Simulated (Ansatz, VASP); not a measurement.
# One calculation of Al3GaN4, two programs

Contents of INCAR:

```
ALGO     = Normal         # electronic algorithm
EDIFF    = 1E-6           # SCF threshold, eV
ENCUT    = 520            # plane-wave cutoff, eV
GGA      = PS             # functional
ISIF     = 2              # what is computed and relaxed
ISMEAR   = 0              # smearing method
LASPH    = True           # aspherical terms in the spheres
LCHARG   = False          # write CHGCAR
LREAL    = False          # projectors in reciprocal space
LWAVE    = False          # write WAVECAR
NBANDS   = 31             # bands
NELM     = 60             # most SCF steps
PREC     = Accurate       # precision mode
SIGMA    = 0.05           # smearing width, eV
```

The input KPOINTS:

```
k-points
0
Gamma
  6 6 6
```

POSCAR

```
Al3GaN4
1.0
    4.1557958533      0.0000000000      0.0000000000
    0.0000000000      4.1557958533      0.0000000000
    0.0000000000      0.0000000000      4.6918935184
Al Ga N
3 1 4
Direct
    0.5000000000      0.5000000000      0.0000000000
    0.5000000000      0.0000000000      0.5000000000
    0.0000000000      0.5000000000      0.5000000000
    0.0000000000      0.0000000000      0.0000000000
    0.7447140287      0.7447140287      0.2552859713
    0.7447140287      0.2552859713      0.7447140287
    0.2552859713      0.7447140287      0.7447140287
    0.2552859713      0.2552859713      0.2552859713
```

Input for Ansatz:

```yaml
crystal:
  lattice:
    - [4.1557958533, 0.0, 0.0]
    - [0.0, 4.1557958533, 0.0]
    - [0.0, 0.0, 4.6918935184]
  atoms:
    - { symbol: Al, position: [0.5, 0.5, 0.0] }
    - { symbol: Al, position: [0.5, 0.0, 0.5] }
    - { symbol: Al, position: [0.0, 0.5, 0.5] }
    - { symbol: Ga, position: [0.0, 0.0, 0.0] }
    - { symbol: "N", position: [0.7447140287, 0.7447140287, 0.2552859713] }
    - { symbol: "N", position: [0.7447140287, 0.2552859713, 0.7447140287] }
    - { symbol: "N", position: [0.2552859713, 0.7447140287, 0.7447140287] }
    - { symbol: "N", position: [0.2552859713, 0.2552859713, 0.2552859713] }
basis:
  ecutwfc: 520.0
kpoints:
  mp_grid: { grid: [6, 6, 6] }
hamiltonian:
  xc: pbesol
scf:
  occupations: { method: gaussian, width: 0.05 }
output:
  forces: true
  stress: true
  eigenvalues: true
```

Alike in both runs: task single point; functional PBEsol; k mesh 6 × 6 × 6; occupations gaussian, width 0.05 eV; no spin polarisation.

```csv
,VASP,Ansatz
version,VASP 6.6.1,Ansatz 0.2.0
potentials or method,"VASP PAW PBE potentials, release 64 (Al, Ga_d, N), cutoff 520 eV","scalar-relativistic, plane waves, PAW"
valence electrons in the cell,42,42
```

VASP gave:

- gap on the k mesh at the Fermi level (eV): 2.90
- least direct gap on the mesh (eV): 2.96
- pressure (GPa): 10.9
- traceless stress, the component that is largest in VASP (GPa): -14.50
- rms of the force components (eV/Å): 0.053

Task: What did Ansatz give for the same quantities?

Result: gap on the k mesh at the Fermi level (eV): 2.91; least direct gap on the mesh (eV): 2.97; pressure (GPa): 10.9; traceless stress, the component that is largest in VASP (GPa): -14.46; rms of the force components (eV/Å): 0.053.

VASP's potentials were made for PBE, not for PBEsol. Atom by atom the forces differ by 0.005 eV/Å (rms over components).
